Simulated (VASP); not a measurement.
Nb: single point with PBE

The system is Nb.

```xyz
1
Lattice="0.0000 2.0178 2.0178 2.0178 0.0000 2.0178 2.0178 2.0178 0.0000" Properties=species:S:1:pos:R:3 pbc="T T T"
Nb    0.0000    0.0000    0.0000
```

This cell differs from its parent crystal: volume scaled by 0.875, to set the pressure.

```
Program                : VASP 6.6.1
Task                   : single point
Functional             : PBE
Potentials or basis    : VASP PAW PBE potentials, release 64 (Nb_sv)
Cutoff                 : 520 eV
k mesh                 : 17 × 17 × 17
Occupations            : fermi-dirac, width 0.08 eV
Spin                   : no spin polarisation
Dipole correction      : no
Further INCAR settings : ALGO = Normal; EDIFF = 1e-07; NBANDS = 12
```

```json
{"Pressure": "27.2 GPa"}
```

Levels at points of the mesh, in eV from the Fermi level:
```
           k point  band 2  band 3  band 4  band 5  band 6  band 7  band 8  band 9  band 10  band 11
(0.00, 0.00, 0.00)  -29.78  -29.78  -29.78   -6.52   -0.02   -0.02   -0.02    3.09     3.09    11.92
```

Run time: 26 s on 1 thread of Intel(R) Xeon(R) Platinum 8259CL CPU @ 2.50GHz (Skylake/Cascade Lake), with other jobs on the host, peak memory 0.16 GiB.

Caveat: the cell differs from its parent crystal (volume scaled by 0.875, to set the pressure).
